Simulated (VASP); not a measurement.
# CdSe (P6_3mc) in VASP: single point with PBE

Aim: the single point of CdSe with PBE.

All numbers are computed with VASP 6.6.1; they aren't measurements. Logs are shortened: lines on timing, memory, paths and dates and some standing lists are left out, and cuts for length are marked.

## (1) The cell of the first run

It takes space group P6_3mc (No. 186, hexagonal). The conventional cell has a = 4.299 Å, b = 4.299 Å, c = 7.052 Å, α = 90.00°, β = 90.00°, γ = 120.00°. Within 3.5 Å of Cd (site symmetry 3m) lie 4 Se at 2.64 Å. Se (site symmetry 3m) has 4 Cd at 2.64 Å within 3.5 Å.

## (2) Single point, PBE

Input file INCAR:

```
PREC     = Accurate       # precision mode
ENCUT    = 520            # plane-wave cutoff, eV
EDIFF    = 1E-6           # SCF threshold, eV
ISMEAR   = 0              # smearing method
SIGMA    = 0.05           # smearing width, eV
LREAL    = F              # projectors in reciprocal space
LASPH    = T              # aspherical terms in the spheres
NELM     = 60             # most SCF steps
ALGO     = Normal         # electronic algorithm
ISIF     = 2              # what is computed and relaxed
LWAVE    = F              # write WAVECAR
LCHARG   = T              # write CHGCAR
GGA      = PE             # functional
LELF     = T              # ELF
LVHAR    = T            
NBANDS   = 26             # bands
```

Input file KPOINTS:

```
Automatic mesh
0
Gamma
  8 8 5
```

Input file POSCAR:

```
CdSe
1.0
    4.2989999995      0.0000000000      0.0000000000
   -2.1494999997      3.7230432104      0.0000000000
    0.0000000000      0.0000000000      7.0520600000
Cd Se
2 2
Direct
    0.3333333333      0.6666666667      0.0007700761
    0.6666666667      0.3333333333      0.5007700761
    0.3333333333      0.6666666667      0.3752299239
    0.6666666667      0.3333333333      0.8752299239
```

Potentials or basis: VASP PAW PBE potentials, release 64 (Cd, Se).

Started as:

```sh
cat potpaw_PBE.64/Cd/POTCAR potpaw_PBE.64/Se/POTCAR > POTCAR
mpirun -np 1 vasp_std > vasp.out
```

OUTCAR:

```text
PREC = Accurate
   ENCUT = 520
   EDIFF = 1E-6
   ISMEAR = 0
   LREAL = F
   LASPH = T
   NELM = 60
   ISIF = 2
   GGA = PE

 ion  position               nearest neighbor table
   1  0.333  0.667  0.001-   4 2.64   4 2.64   4 2.64   3 2.64
   2  0.667  0.333  0.501-   3 2.64   3 2.64   3 2.64   4 2.64
   3  0.333  0.667  0.375-   2 2.64   2 2.64   2 2.64   1 2.64
   4  0.667  0.333  0.875-   1 2.64   1 2.64   1 2.64   2 2.64

  LATTYP: Found a hexagonal cell.
 ALAT       =     4.2989999995
 C/A-ratio  =     1.6403954410

  Lattice vectors:

 A1 = (   4.2989999995,   0.0000000000,   0.0000000000)
 A2 = (  -2.1494999997,   3.7230432104,   0.0000000000)
 A3 = (   0.0000000000,   0.0000000000,   7.0520600000)

Analysis of symmetry for initial positions (statically):
=====================================================================
 Subroutine PRICEL returns:
 Original cell was already a primitive cell.

 Routine SETGRP: Setting up the symmetry group for a
 hexagonal supercell.

 Subroutine GETGRP returns: Found 12 space group operations
 (whereof  6 operations were pure point group operations)
 out of a pool of 24 trial point group operations.

The static configuration has the point symmetry C_3v.
 The point group associated with its full space group is C_6v.

Analysis of symmetry for dynamics (positions and initial velocities):
=====================================================================
 Subroutine PRICEL returns:
 Original cell was already a primitive cell.

 Routine SETGRP: Setting up the symmetry group for a
 hexagonal supercell.

 Subroutine GETGRP returns: Found 12 space group operations
 (whereof  6 operations were pure point group operations)
 out of a pool of 24 trial point group operations.

The dynamic configuration has the point symmetry C_3v.
 The point group associated with its full space group is C_6v.

 Subroutine INISYM returns: Found 12 space group operations
 (whereof  6 operations are pure point group operations),
 and found     1 'primitive' translations

----------------------------------------------------------------------------------------

                                     Primitive cell

  volume of cell :     112.8708

  direct lattice vectors                    reciprocal lattice vectors
     4.299000000  0.000000000  0.000000000     0.232612235  0.134298737  0.000000000
    -2.149500000  3.723043210  0.000000000     0.000000000  0.268597473  0.000000000
     0.000000000  0.000000000  7.052060000     0.000000000  0.000000000  0.141802537

  length of vectors
     4.299000000  4.298999999  7.052060000     0.268597473  0.268597473  0.141802537

  position of ions in fractional coordinates (direct lattice)
     0.333333333  0.666666667  0.000770076
     0.666666667  0.333333333  0.500770076
     0.333333333  0.666666667  0.375229924
     0.666666667  0.333333333  0.875229924

  ion indices of the primitive-cell ions
   primitive index   ion index
                 1           1
                 2           2
                 3           3
                 4           4

----------------------------------------------------------------------------------------

 KPOINTS: Automatic mesh

Automatic generation of k-mesh.
 Grid dimensions read from file:
 generate k-points for:    8    8    5

 Generating k-lattice:

  Cartesian coordinates                     Fractional coordinates (reciprocal lattice)
     0.029076529  0.016787342  0.000000000     0.125000000  0.000000000  0.000000000
     0.000000000  0.033574684  0.000000000     0.000000000  0.125000000  0.000000000
     0.000000000  0.000000000  0.028360507     0.000000000  0.000000000  0.200000000

  Length of vectors
     0.033574684  0.033574684  0.028360507

  Shift w.r.t. Gamma in fractional coordinates (k-lattice)
     0.000000000  0.000000000  0.000000000

 Subroutine IBZKPT returns following result:
 ===========================================

 Found     30 irreducible k-points:

 Following reciprocal coordinates:
            Coordinates               Weight
  0.000000  0.000000  0.000000      1.000000
  0.125000 -0.000000  0.000000      6.000000
  0.250000 -0.000000  0.000000      6.000000
  0.375000  0.000000  0.000000      6.000000
  0.500000 -0.000000  0.000000      3.000000
  0.125000  0.125000  0.000000      6.000000
[... 16 lines left out ...]
  0.250000 -0.000000  0.400000     12.000000
  0.375000  0.000000  0.400000     12.000000
 [... further k-points ...]
   k-points           NKPTS =     30   k-points in BZ     NKDIM =     30   number of bands    NBANDS=     26
   number of dos      NEDOS =    301   number of ions     NIONS =      4
   total plane-waves  NPLWV =  55296
   dimension x,y,z NGX =    32 NGY =   32 NGZ =   54
   dimension x,y,z NGXF=    64 NGYF=   64 NGZF=  108
   ions per type =               2   2
   NGX,Y,Z   is equivalent  to a cutoff of  12.37, 12.37, 12.73 a.u.
   NGXF,Y,Z  is equivalent  to a cutoff of  24.75, 24.75, 25.46 a.u.
 SYSTEM =  unknown system
   PREC   = accura    normal or accurate (medium, high low for compatibility)
   ISTART =      0    job   : 0-new  1-cont  2-samecut
   ICHARG =      2    charge: 1-file 2-atom 10-const
   ISPIN  =      1    spin polarized calculation?
   LNONCOLLINEAR =      F non collinear calculations
   LSORBIT =      F    spin-orbit coupling
   LASPH  =      T    aspherical Exc in radial PAW
   ENCUT  =  520.0 eV  38.22 Ry    6.18 a.u.   7.99  7.99 13.11*2*pi/ulx,y,z
   NELM   =     60;   NELMIN=  2; NELMDL= -5     # of ELM steps
   EDIFF  = 0.1E-05   stopping-criterion for ELM
   LREAL  =      F    real-space projection
   EDIFFG = 0.1E-04   stopping-criterion for IOM
   NSW    =      0    number of steps for IOM
   IBRION =     -1    ionic relax: 0-MD 1-quasi-New 2-CG
   NFREE  =      0    steps in history (QN), initial steepest desc. (CG)
   ISIF   =      2    stress and relaxation
   ISYM   =      2    0-nonsym 1-usesym 2-fastsym
   POTIM  = 0.5000    time-step for ionic-motion
   TEBEG  =    0.0;   TEEND  =   0.0 temperature during run
   PSTRESS=    0.0 pullay stress
   NELECT =      36.0000    total number of electrons
   NUPDOWN=      -1.0000    fix difference up-down
   EMIN   =  10.00;   EMAX   =-10.00  energy-range for DOS
   EFERMI =   0.00;   METHOD = LEGACY
   ISMEAR =     0;   SIGMA  =   0.05  broadening in eV -4-tet -1-fermi 0-gaus
   EFERMI_NEDOS =   21; number of points for ismear=-14 and -15
   IALGO  =     38    algorithm
   IMIX   =      4    mixing-type and parameters
     AMIX     =   0.40;   BMIX     =  1.00
     AMIX_MAG =   1.60;   BMIX_MAG =  1.00
  volume/ion in A,a.u.               =      28.22       190.42
  Fermi-wavevector in a.u.,A,eV,Ry     =   1.118532  2.113719 17.022443  1.251114
  Thomas-Fermi vector in A             =   2.255164
   LORBIT       =      0    0 simple, 1 ext, 2 COOP (PROOUT), +10 PAW based schemes
   GGA     = PE    functional components
   LHFCALC =     F    Hartree Fock is set to
   AEXX    =    0.0000 exact exchange contribution
   IVDW    =     0    specifies the selected vdW correction
   LEPSILON=     F    determine dielectric tensor
   LRPA    =     F    only Hartree local field effects (RPA)
 non-spin polarized calculation
 Gauss-broadening in eV      SIGMA  =   0.05
  energy-cutoff  :      520.00
  volume of cell :      112.87
 maximum number of plane-waves:      3057
 NGX is ok and might be reduce to    32
   NGX = 15   NGY = 15   NGZ = 27

 number of electron      36.0000000 magnetization

 Free energy of the ion-electron system (eV)
  ---------------------------------------------------
  ext. energy  EPLUGINS =         0.00000000
  ---------------------------------------------------
  free energy    TOTEN  =       -10.93473975 eV

  energy without entropy =      -10.93473975  energy(sigma->0) =      -10.93473975

 E-fermi :   1.1362     XC(G=0):  -8.8658

 val. band max:        0.9287400871   @ k =   0.0000   0.0000   0.0000
 cond. band min:       1.5776156131   @ k =   0.0000   0.0000   0.0000
 fundamental gap:      0.6488755260
 Fermi energy:         1.1362468095

 k-point     1 :       0.0000    0.0000    0.0000
  band No.  band energies     occupation
      1     -11.6620      2.00000
      2     -11.2902      2.00000
      3      -6.9990      2.00000
      4      -6.9889      2.00000
      5      -6.9889      2.00000
      6      -6.9212      2.00000
[... 18 lines left out ...]
     25       7.9553      0.00000
     26       8.5955      0.00000

 k-point     2 :       0.1250   -0.0000    0.0000
  band No.  band energies     occupation
      1     -11.6142      2.00000
      2     -11.2681      2.00000
      3      -6.9835      2.00000
      4      -6.9719      2.00000
      5      -6.9532      2.00000
      6      -6.9001      2.00000
[... 18 lines left out ...]
     25       8.3194      0.00000
     26       8.3229      0.00000

 k-point     3 :       0.2500   -0.0000    0.0000
  band No.  band energies     occupation
      1     -11.4932      2.00000
      2     -11.2188      2.00000
      3      -6.9482      2.00000
      4      -6.9362      2.00000
      5      -6.8625      2.00000
      6      -6.8406      2.00000
[... 18 lines left out ...]
     25       8.3604      0.00000
     26       8.8550      0.00000

 k-point     4 :       0.3750    0.0000    0.0000
  band No.  band energies     occupation
      1     -11.3587      2.00000
      2     -11.1808      2.00000
      3      -6.9212      2.00000
      4      -6.9099      2.00000
      5      -6.7941      2.00000
      6      -6.7855      2.00000
[... 18 lines left out ...]
     25       8.7793      0.00000
     26       9.6037      0.00000

 k-point     5 :       0.5000   -0.0000    0.0000
  band No.  band energies     occupation
      1     -11.2930      2.00000
      2     -11.1746      2.00000
      3      -6.9132      2.00000
      4      -6.9022      2.00000
      5      -6.7641      2.00000
      6      -6.7489      2.00000
[... 18 lines left out ...]
     25       8.8539      0.00000
     26      10.6516      0.00000

 k-point     6 :       0.1250    0.1250    0.0000
  band No.  band energies     occupation
      1     -11.5297      2.00000
      2     -11.2325      2.00000
      3      -6.9553      2.00000
      4      -6.9484      2.00000
      5      -6.8851      2.00000
      6      -6.8666      2.00000
[... 427 lines left out ...]
 k-point    21 :       0.0000    0.0000    0.4000
  band No.  band energies     occupation
      1     -11.5330      2.00000
      2     -11.4177      2.00000
      3      -6.9695      2.00000
      4      -6.9695      2.00000
      5      -6.9486      2.00000
      6      -6.9486      2.00000
[... 18 lines left out ...]
     25       7.3842      0.00000
     26       7.3842      0.00000

 k-point    22 :       0.1250   -0.0000    0.4000
  band No.  band energies     occupation
      1     -11.4932      2.00000
      2     -11.3859      2.00000
      3      -6.9502      2.00000
      4      -6.9496      2.00000
      5      -6.9290      2.00000
      6      -6.9267      2.00000
[... 18 lines left out ...]
     25       7.7160      0.00000
     26       7.7557      0.00000

 k-point    23 :       0.2500   -0.0000    0.4000
  band No.  band energies     occupation
      1     -11.3949      2.00000
      2     -11.3098      2.00000
      3      -6.9167      2.00000
      4      -6.9043      2.00000
      5      -6.8879      2.00000
      6      -6.8747      2.00000
[... 18 lines left out ...]
     25       7.9401      0.00000
     26       8.4913      0.00000

 k-point    24 :       0.3750    0.0000    0.4000
  band No.  band energies     occupation
      1     -11.2920      2.00000
      2     -11.2368      2.00000
      3      -6.9018      2.00000
      4      -6.8656      2.00000
      5      -6.8633      2.00000
      6      -6.8266      2.00000
[... 18 lines left out ...]
     25       8.5144      0.00000
     26       9.1687      0.00000

 [... further k-points ...]

------------------------ aborting loop because EDIFF is reached ----------------------------------------

  FORCE on cell =-STRESS in cart. coord.  units (eV):
  Direction    XX          YY          ZZ          XY          YZ          ZX
  --------------------------------------------------------------------------------------
  -------------------------------------------------------------------------------------
  Total        2.1395641      2.1395641      2.0289702      0.0000000      0.0000000      0.0000000
  in kB       30.3706700     30.3706700     28.8008115      0.0000000      0.0000000      0.0000000
  external PRESSURE =      29.8473839 kB  Pullay stress =       0.0000000 kB

 VOLUME and BASIS-vectors are now :
 -----------------------------------------------------------------------------
  energy-cutoff  :      520.00
  volume of cell :      112.87
      direct lattice vectors                 reciprocal lattice vectors
     4.299000000  0.000000000  0.000000000     0.232612235  0.134298737  0.000000000
    -2.149500000  3.723043210  0.000000000     0.000000000  0.268597473  0.000000000
     0.000000000  0.000000000  7.052060000     0.000000000  0.000000000  0.141802537

 POSITION                                       TOTAL-FORCE (eV/Angst)
 -----------------------------------------------------------------------------------
     -0.00000      2.48203      0.00543        -0.000000      0.000000      0.001125
      2.14950      1.24101      3.53146         0.000000     -0.000000      0.001125
     -0.00000      2.48203      2.64614        -0.000000      0.000000     -0.001125
      2.14950      1.24101      6.17217         0.000000     -0.000000     -0.001125
 -----------------------------------------------------------------------------------
    total drift:                               -0.000000     -0.000000     -0.000668

  FREE ENERGIE OF THE ION-ELECTRON SYSTEM (eV)
  ---------------------------------------------------
  free  energy   TOTEN  =       -10.9347397486 eV

  energy  without entropy=      -10.9347397486  energy(sigma->0) =      -10.93473975
```

Wall time 1.7 min (1 thread of Intel Xeon 8259CL, shared host); peak memory 0.26 GiB.

Results:

```
Free energy            : -10.9347 eV
Pressure               : 3.0 GPa
Band gap on the k mesh : 0.65 eV
```

Stress tensor (GPa, compression positive):
```
3.04 0.00 0.00
0.00 3.04 0.00
0.00 0.00 2.88
```

Levels at points of the mesh, in eV from the valence-band top:
```tsv
k point	band 14	band 15	band 16	band 17	band 18	band 19	band 20	band 21	band 22	band 23
(0.00, 0.00, 0.00)	-0.75	-0.75	-0.07	0.00	0.00	0.65	2.23	5.87	5.87	6.09
(0.50, 0.00, 0.00)	-3.64	-2.66	-1.84	-1.35	-0.75	3.19	3.35	4.74	6.09	6.44
```
